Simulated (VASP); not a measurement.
A run of VASP 6.6.1:

File INCAR:

```
ALGO     = Normal         # electronic algorithm
EDIFF    = 1E-6           # SCF threshold, eV
ENCUT    = 520            # plane-wave cutoff, eV
ISIF     = 2              # what is computed and relaxed
ISMEAR   = 0              # smearing method
LASPH    = T              # aspherical terms in the spheres
LCHARG   = F              # write CHGCAR
LREAL    = F              # projectors in reciprocal space
LWAVE    = F              # write WAVECAR
NBANDS   = 16             # bands
NELM     = 60             # most SCF steps
PREC     = Accurate       # precision mode
SIGMA    = 0.01           # smearing width, eV
```

KPOINTS

```
k-points
0
Gamma
  8 8 8
```

POSCAR

```
GaP
1.0
    2.5847951302      2.5847951302      0.0000000000
   -2.5847951302      2.5847951302      0.0000000000
    0.0000000000      2.5847951302      2.5847951302
Ga P
1 1
Direct
    0.0000000000      0.0000000000      0.0000000000
    0.7500000000      0.2500000000      0.5000000000
```

Potentials or basis: VASP PAW LDA potentials, release 64 (Ga_d, P).

Launch:

```console
$ cat potpaw_LDA.64/Ga_d/POTCAR potpaw_LDA.64/P/POTCAR > POTCAR
$ mpirun -np 1 vasp_std > vasp.out
```

Hardware: 1 thread of Intel(R) Xeon(R) Platinum 8259CL CPU @ 2.50GHz (Skylake/Cascade Lake), on a shared host.

Question: How long does it take, and how much memory?

Answer: Wall time 14 s on 1 thread of Intel(R) Xeon(R) Platinum 8259CL CPU @ 2.50GHz (Skylake/Cascade Lake), on a shared host, peak memory 0.14 GiB. Counts: scf iterations 12, k points 29.
